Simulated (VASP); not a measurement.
A run of VASP 6.6.1 is set up as follows.

Contents of INCAR:

```
PREC = Accurate ; ENCUT = 500
EDIFF = 1E-6 ; ISMEAR = 0
SIGMA = 0.1 ; LREAL = F
LASPH = T ; NELM = 120
ALGO = Normal ; ISIF = 2
LWAVE = F ; LCHARG = F
GGA = PE ; NBANDS = 19
GGA_COMPAT = F
```

KPOINTS

```
regular mesh
0
Gamma
  6 6 4
```

File POSCAR:

```
TiS2
1.0
    3.4120000000      0.0000000000      0.0000000000
   -1.7060000000      2.9548790000      0.0000000000
    0.0000000000      0.0000000000      5.6950000000
Ti S
1 2
Direct
    0.0000000000      0.0000000000      0.0000000000
    0.3333333333      0.6666666667      0.2500000000
    0.6666666667      0.3333333333      0.7500000000
```

Potentials or basis: VASP PAW PBE potentials, release 64 (Ti_sv, S).

Command:

```bash
$ cat potpaw_PBE.64/Ti_sv/POTCAR potpaw_PBE.64/S/POTCAR > POTCAR
$ mpirun -np 1 vasp_std > vasp.out
```

Q: What does it give for the band gap on the k mesh?

A: Zero (band 12 reaches 5.50 eV, above the bottom of band 13 at 5.37 eV).

Q: Predict the pressure.

A: 0.4 GPa.

Forces in eV/Å, atoms in the order of the input:
```
Ti   0.000  0.000  0.000
S    0.000  0.000 -0.121
S    0.000  0.000  0.121
```
